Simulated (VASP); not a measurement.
Set up this calculation in VASP 6.6.1, as the native input.

```
Task                   : single point
Functional             : LDA
Potentials or basis    : VASP PAW LDA potentials, release 64 (Mg, H)
Cutoff                 : 520 eV
k mesh                 : 8 × 8 × 8
Occupations            : gaussian, width 0.1 eV
Spin                   : no spin polarisation
Dipole correction      : no
Further INCAR settings : ALGO = Normal; EDIFF = 1e-06; NBANDS = 9
```

The structure of MgH2 lies in POSCAR:

```
MgH2
1.0
    0.0000000000      2.3810671667      2.3810671667
    2.3810671667      0.0000000000      2.3810671667
    2.3810671667      2.3810671667      0.0000000000
Mg H
1 2
Direct
    0.0000000000      0.0000000000      0.0000000000
    0.7500000000      0.7500000000      0.7500000000
    0.2500000000      0.2500000000      0.2500000000
```

One way to write it, as run:

INCAR

```
SYSTEM = MgH2
ALGO = Normal ; EDIFF = 1E-6
ENCUT = 520 ; ISIF = 2
ISMEAR = 0 ; LASPH = .True.
LCHARG = .False. ; LREAL = .False.
LWAVE = .False. ; NBANDS = 9
NELM = 100 ; PREC = Accurate
SIGMA = 0.1
```

KPOINTS

```
k-points
0
Gamma
  8 8 8
  0 0 0
```

Potentials or basis: VASP PAW LDA potentials, release 64 (Mg, H).

The run is started by

```sh
$ cat potpaw_LDA.64/Mg/POTCAR potpaw_LDA.64/H/POTCAR > POTCAR
$ mpirun -np 1 vasp_std > vasp.out
```

Results of the run:

The pressure is -4.1 GPa. The band gap on the k mesh is zero (band 2 reaches 3.93 eV, above the bottom of band 3 at 2.21 eV).

Run time: 19 s on 1 thread of AMD EPYC 7R13, on a shared host, peak memory 0.11 GiB.
